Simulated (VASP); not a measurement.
# Sb (Pm-3n) in VASP: single point with r2SCAN

Aim: the single point of Sb with r2SCAN.

Program: VASP 6.6.1. These are calculated values, not measurements. Logs are shortened: lines on timing, memory, paths and dates and some standing lists are left out, and cuts for length are marked.

## (1) The cell of the first run

Symmetry: Pm-3n, No. 223, cubic system. Conventional cell: a = 6.058 Å, b = 6.058 Å, c = 6.058 Å, α = 90.00°, β = 90.00°, γ = 90.00°. Sb (site symmetry m-3) has 12 Sb at 3.39 Å within 4.5 Å. Sb (site symmetry -4m2) has 14 Sb at 3.03 to 3.71 Å within 4.0 Å.

## (2) Single point, r2SCAN

File POSCAR:

```
Sb
1.0
    6.0575950573      0.0000000000      0.0000000000
    0.0000000000      6.0575950573      0.0000000000
    0.0000000000      0.0000000000      6.0575950573
Sb
8
Direct
    0.0000000000      1.0000000000      1.0000000000
    0.5000000000      0.5000000000      0.5000000000
    0.2500000000      0.0000000000      0.5000000000
    0.7500000000      0.0000000000      0.5000000000
    0.5000000000      0.2500000000      1.0000000000
    0.5000000000      0.7500000000      1.0000000000
    1.0000000000      0.5000000000      0.2500000000
    1.0000000000      0.5000000000      0.7500000000
```

File INCAR.step1:

```
PREC = Accurate
ENCUT = 520
ISMEAR = -1
SIGMA = 0.1
LREAL = False
LASPH = True
NELM = 60
NBANDS = 30
GGA = PE
ALGO = Normal
EDIFF = 1E-4
LWAVE = True
LCHARG = False
```

File INCAR.step2:

```
PREC = Accurate
ENCUT = 520
EDIFF = 1E-7
ISMEAR = -1
SIGMA = 0.1
LREAL = False
LASPH = True
NELM = 60
ALGO = Normal
ISIF = 2
LWAVE = False
LCHARG = False
METAGGA = R2SCAN
LMIXTAU = True
NBANDS = 30
ISTART = 1
```

File KPOINTS:

```
Automatic mesh
0
Gamma
  4 4 4
```

Potentials or basis: VASP PAW PBE potentials, release 64 (Sb).

The run is started by

```
cat potpaw_PBE.64/Sb/POTCAR > POTCAR
cp INCAR.step1 INCAR
mpirun -np 1 vasp_std > vasp.out
cp INCAR.step2 INCAR
mpirun -np 1 vasp_std > vasp.out
```

OUTCAR:

```text
PREC = Accurate
   ENCUT = 520
   EDIFF = 1E-7
   ISMEAR = -1
   LREAL = False
   LASPH = True
   NELM = 60
   ISIF = 2
   METAGGA = R2SCAN
   ISTART = 1

 ion  position               nearest neighbor table
   1  0.000  0.000  0.000-   3 3.39   4 3.39   5 3.39   6 3.39   7 3.39   8 3.39   3 3.39   4 3.39
                             7 3.39   8 3.39   5 3.39   6 3.39
   2  0.500  0.500  0.500-   3 3.39   4 3.39   5 3.39   6 3.39   7 3.39   8 3.39   5 3.39   6 3.39
                             3 3.39   4 3.39   7 3.39   8 3.39
   3  0.250  0.000  0.500-   4 3.03   4 3.03   1 3.39   1 3.39   2 3.39   2 3.39   8 3.71   5 3.71
                             5 3.71   6 3.71   6 3.71   7 3.71   8 3.71   7 3.71
   4  0.750  0.000  0.500-   3 3.03   3 3.03   1 3.39   1 3.39   2 3.39   2 3.39   8 3.71   5 3.71
                             5 3.71   6 3.71   6 3.71   7 3.71   8 3.71   7 3.71
   5  0.500  0.250  0.000-   6 3.03   6 3.03   1 3.39   2 3.39   2 3.39   1 3.39   8 3.71   4 3.71
                             3 3.71   4 3.71   3 3.71   7 3.71   7 3.71   8 3.71
   6  0.500  0.750  0.000-   5 3.03   5 3.03   1 3.39   2 3.39   2 3.39   1 3.39   8 3.71   4 3.71
                             3 3.71   4 3.71   3 3.71   7 3.71   7 3.71   8 3.71
   7  0.000  0.500  0.250-   8 3.03   8 3.03   1 3.39   2 3.39   1 3.39   2 3.39   3 3.71   4 3.71
                             5 3.71   3 3.71   4 3.71   6 3.71   5 3.71   6 3.71
   8  0.000  0.500  0.750-   7 3.03   7 3.03   1 3.39   2 3.39   1 3.39   2 3.39   3 3.71   4 3.71
                             5 3.71   3 3.71   4 3.71   6 3.71   5 3.71   6 3.71

  LATTYP: Found a simple cubic cell.
 ALAT       =     6.0575950573

  Lattice vectors:

 A1 = (   6.0575950573,   0.0000000000,   0.0000000000)
 A2 = (   0.0000000000,   6.0575950573,   0.0000000000)
 A3 = (   0.0000000000,   0.0000000000,   6.0575950573)

Analysis of symmetry for initial positions (statically):
=====================================================================
 Subroutine PRICEL returns:
 Original cell was already a primitive cell.

 Routine SETGRP: Setting up the symmetry group for a
 simple cubic supercell.

 Subroutine GETGRP returns: Found 48 space group operations
 (whereof 24 operations were pure point group operations)
 out of a pool of 48 trial point group operations.

The static configuration has the point symmetry T_h .
 The point group associated with its full space group is O_h .

Analysis of symmetry for dynamics (positions and initial velocities):
=====================================================================
 Subroutine PRICEL returns:
 Original cell was already a primitive cell.

 Routine SETGRP: Setting up the symmetry group for a
 simple cubic supercell.

 Subroutine GETGRP returns: Found 48 space group operations
 (whereof 24 operations were pure point group operations)
 out of a pool of 48 trial point group operations.

The dynamic configuration has the point symmetry T_h .
 The point group associated with its full space group is O_h .

 Subroutine INISYM returns: Found 48 space group operations
 (whereof 24 operations are pure point group operations),
 and found     1 'primitive' translations

----------------------------------------------------------------------------------------

                                     Primitive cell

  volume of cell :     222.2802

  direct lattice vectors                    reciprocal lattice vectors
     6.057595057  0.000000000  0.000000000     0.165082015  0.000000000  0.000000000
     0.000000000  6.057595057  0.000000000     0.000000000  0.165082015  0.000000000
     0.000000000  0.000000000  6.057595057     0.000000000  0.000000000  0.165082015

  length of vectors
     6.057595057  6.057595057  6.057595057     0.165082015  0.165082015  0.165082015

  position of ions in fractional coordinates (direct lattice)
     0.000000000  0.000000000  0.000000000
     0.500000000  0.500000000  0.500000000
     0.250000000  0.000000000  0.500000000
     0.750000000  0.000000000  0.500000000
     0.500000000  0.250000000  0.000000000
     0.500000000  0.750000000  0.000000000
     0.000000000  0.500000000  0.250000000
     0.000000000  0.500000000  0.750000000

  ion indices of the primitive-cell ions
   primitive index   ion index
                 1           1
                 2           2
                 3           3
                 4           4
                 5           5
                 6           6
                 7           7
                 8           8

----------------------------------------------------------------------------------------

 KPOINTS: Automatic mesh

Automatic generation of k-mesh.
 Grid dimensions read from file:
 generate k-points for:    4    4    4

 Generating k-lattice:

  Cartesian coordinates                     Fractional coordinates (reciprocal lattice)
     0.041270504  0.000000000  0.000000000     0.250000000  0.000000000  0.000000000
     0.000000000  0.041270504  0.000000000     0.000000000  0.250000000  0.000000000
     0.000000000  0.000000000  0.041270504     0.000000000  0.000000000  0.250000000

  Length of vectors
     0.041270504  0.041270504  0.041270504

  Shift w.r.t. Gamma in fractional coordinates (k-lattice)
     0.000000000  0.000000000  0.000000000

 Subroutine IBZKPT returns following result:
 ===========================================

 Found     10 irreducible k-points:

 Following reciprocal coordinates:
            Coordinates               Weight
  0.000000  0.000000  0.000000      1.000000
  0.250000  0.000000  0.000000      6.000000
  0.500000  0.000000  0.000000      3.000000
  0.250000  0.250000  0.000000     12.000000
  0.500000  0.250000  0.000000     12.000000
  0.500000  0.500000  0.000000      3.000000
  0.250000  0.250000  0.250000      8.000000
  0.500000  0.250000  0.250000     12.000000
  0.500000  0.500000  0.250000      6.000000
  0.500000  0.500000  0.500000      1.000000
   k-points           NKPTS =     10   k-points in BZ     NKDIM =     10   number of bands    NBANDS=     30
   number of dos      NEDOS =    301   number of ions     NIONS =      8
   total plane-waves  NPLWV = 110592
   dimension x,y,z NGX =    48 NGY =   48 NGZ =   48
   dimension x,y,z NGXF=    96 NGYF=   96 NGZF=   96
   ions per type =               8
   NGX,Y,Z   is equivalent  to a cutoff of  13.17, 13.17, 13.17 a.u.
   NGXF,Y,Z  is equivalent  to a cutoff of  26.35, 26.35, 26.35 a.u.
 SYSTEM =  unknown system
   PREC   = accura    normal or accurate (medium, high low for compatibility)
   ISTART =      1    job   : 0-new  1-cont  2-samecut
   ICHARG =      0    charge: 1-file 2-atom 10-const
   ISPIN  =      1    spin polarized calculation?
   LNONCOLLINEAR =      F non collinear calculations
   LSORBIT =      F    spin-orbit coupling
   LASPH  =      T    aspherical Exc in radial PAW
   ENCUT  =  520.0 eV  38.22 Ry    6.18 a.u.  11.26 11.26 11.26*2*pi/ulx,y,z
   NELM   =     60;   NELMIN=  2; NELMDL=  0     # of ELM steps
   EDIFF  = 0.1E-06   stopping-criterion for ELM
   LREAL  =      F    real-space projection
   EDIFFG = 0.1E-05   stopping-criterion for IOM
   NSW    =      0    number of steps for IOM
   IBRION =     -1    ionic relax: 0-MD 1-quasi-New 2-CG
   NFREE  =      0    steps in history (QN), initial steepest desc. (CG)
   ISIF   =      2    stress and relaxation
   ISYM   =      2    0-nonsym 1-usesym 2-fastsym
   POTIM  = 0.5000    time-step for ionic-motion
   TEBEG  =    0.0;   TEEND  =   0.0 temperature during run
   PSTRESS=    0.0 pullay stress
   NELECT =      40.0000    total number of electrons
   NUPDOWN=      -1.0000    fix difference up-down
   EMIN   =  10.00;   EMAX   =-10.00  energy-range for DOS
   EFERMI =   0.00;   METHOD = LEGACY
   ISMEAR =    -1;   SIGMA  =   0.10  broadening in eV -4-tet -1-fermi 0-gaus
   EFERMI_NEDOS =   21; number of points for ismear=-14 and -15
   IALGO  =     38    algorithm
   IMIX   =      4    mixing-type and parameters
     AMIX     =   0.40;   BMIX     =  1.00
     AMIX_MAG =   1.60;   BMIX_MAG =  1.00
  volume/ion in A,a.u.               =      27.79       187.50
  Fermi-wavevector in a.u.,A,eV,Ry     =   0.924261  1.746600 11.622889  0.854258
  Thomas-Fermi vector in A             =   2.049987
   LORBIT       =      0    0 simple, 1 ext, 2 COOP (PROOUT), +10 PAW based schemes
   METAGGA = R2SCAN    functional components
   LHFCALC =     F    Hartree Fock is set to
   AEXX    =    0.0000 exact exchange contribution
   IVDW    =     0    specifies the selected vdW correction
   LEPSILON=     F    determine dielectric tensor
   LRPA    =     F    only Hartree local field effects (RPA)
 non-spin polarized calculation
  energy-cutoff  :      520.00
  volume of cell :      222.28
 maximum number of plane-waves:      6031
 NGX is ok and might be reduce to    48
   NGX = 23   NGY = 23   NGZ = 23

 number of electron      39.9999999 magnetization

 Free energy of the ion-electron system (eV)
  ---------------------------------------------------
  ext. energy  EPLUGINS =         0.00000000
  ---------------------------------------------------
  free energy    TOTEN  =      -201.34453736 eV

  energy without entropy =     -201.08375757  energy(sigma->0) =     -201.21414747

 E-fermi :   8.0761     XC(G=0): -10.6514

 val. band max:        8.0219320181   @ k =   0.2500   0.2500   0.0000
 cond. band min:       8.1259176580   @ k =   0.5000   0.5000   0.5000
 fundamental gap:      0.1039856399
 Fermi energy:         8.0760981173

 k-point     1 :       0.0000    0.0000    0.0000
  band No.  band energies     occupation
      1      -5.3041      2.00000
      2      -2.1972      2.00000
      3      -2.1972      2.00000
      4      -1.8929      2.00000
      5      -0.2804      2.00000
      6      -0.2804      2.00000
[... 22 lines left out ...]
     29      11.3095      0.00000
     30      13.5987      0.00000
[... 266 lines left out ...]
  band No.  band energies     occupation
      1      -2.2456      2.00000
      2      -2.2456      2.00000
      3      -2.2456      2.00000
      4      -2.2456      2.00000
      5      -2.2456      2.00000
      6      -2.2456      2.00000
[... 22 lines left out ...]
     29       8.7862      0.00165
     30       8.7862      0.00165

------------------------ aborting loop because EDIFF is reached ----------------------------------------

  FORCE on cell =-STRESS in cart. coord.  units (eV):
  Direction    XX          YY          ZZ          XY          YZ          ZX
  --------------------------------------------------------------------------------------
  -------------------------------------------------------------------------------------
  Total       -0.1499175     -0.1499175     -0.1499175     -0.0000000     -0.0000000      0.0000000
  in kB       -1.0805934     -1.0805934     -1.0805934     -0.0000000     -0.0000000      0.0000000
  external PRESSURE =      -1.0805934 kB  Pullay stress =       0.0000000 kB

 VOLUME and BASIS-vectors are now :
 -----------------------------------------------------------------------------
  energy-cutoff  :      520.00
  volume of cell :      222.28
      direct lattice vectors                 reciprocal lattice vectors
     6.057595057  0.000000000  0.000000000     0.165082015  0.000000000  0.000000000
     0.000000000  6.057595057  0.000000000     0.000000000  0.165082015  0.000000000
     0.000000000  0.000000000  6.057595057     0.000000000  0.000000000  0.165082015

 POSITION                                       TOTAL-FORCE (eV/Angst)
 -----------------------------------------------------------------------------------
      0.00000      0.00000      0.00000         0.000000     -0.000000      0.000000
      3.02880      3.02880      3.02880         0.000000     -0.000000      0.000000
      1.51440      0.00000      3.02880        -0.000000      0.000000      0.000000
      4.54320      0.00000      3.02880         0.000000     -0.000000      0.000000
      3.02880      1.51440      0.00000         0.000000      0.000000     -0.000000
      3.02880      4.54320      0.00000        -0.000000     -0.000000     -0.000000
      0.00000      3.02880      1.51440        -0.000000      0.000000      0.000000
      0.00000      3.02880      4.54320         0.000000      0.000000      0.000000
 -----------------------------------------------------------------------------------
    total drift:                               -0.000000     -0.000000      0.000000

  FREE ENERGIE OF THE ION-ELECTRON SYSTEM (eV)
  ---------------------------------------------------
  free  energy   TOTEN  =      -201.3445373618 eV

  energy  without entropy=     -201.0837575707  energy(sigma->0) =     -201.21414747
```

Run time: 2.4 min. Hardware: 1 thread of Intel Xeon Platinum 8559C (Emerald Rapids), shared host; peak memory 0.36 GiB.

Results:

| Item | Value |
| --- | --- |
| Free energy | -201.3445 eV |
| Pressure | -0.1 GPa |
| Band gap on the k mesh | zero (band 20 reaches 8.13 eV, above the bottom of band 21 at 7.97 eV) |

Caveat: the PAW data sets were made with another functional, which shifts forces and pressure a little; spin-orbit coupling is left out, which moves the levels of the heavy elements.
